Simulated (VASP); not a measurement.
I, 1 atom in the cell. Symmetry: Pm-3m, No. 221, cubic system. Conventional cell: a = 3.300 Å, b = 3.300 Å, c = 3.300 Å, α = 90.00°, β = 90.00°, γ = 90.00°. I (site symmetry m-3m) has 6 I at 3.30 Å within 4.3 Å. 

```yaml
Program: VASP 6.6.1
Task: relaxation of cell and atoms
Functional: PBE
Potentials_or_basis: VASP PAW PBE potentials, release 64 (I)
Cutoff: 600 eV
k_mesh: 12 × 12 × 12
Occupations: fermi-dirac, width 0.05 eV
Spin: no spin polarisation
Target_pressure: 15 GPa
Dipole_correction: no
Further_INCAR_settings: ALGO = Normal; EDIFF = 1e-06; IBRION = 2; EDIFFG = -0.01; NSW = 80; ISIF = 3
```

Potentials or basis: VASP PAW PBE potentials, release 64 (I).

Run with:

```bash
$ cat potpaw_PBE.64/I/POTCAR > POTCAR
$ mpirun -np 1 vasp_std > vasp.out
```

Hardware: 1 thread of Intel Xeon 8259CL, with other jobs on the host.

Question: How long does it take, and how much memory?

Answer: Run time: 120 s on 1 thread of Intel Xeon 8259CL, on a shared host, peak memory 0.18 GiB. Counts: scf iterations 45, k points 84, ion steps 7.
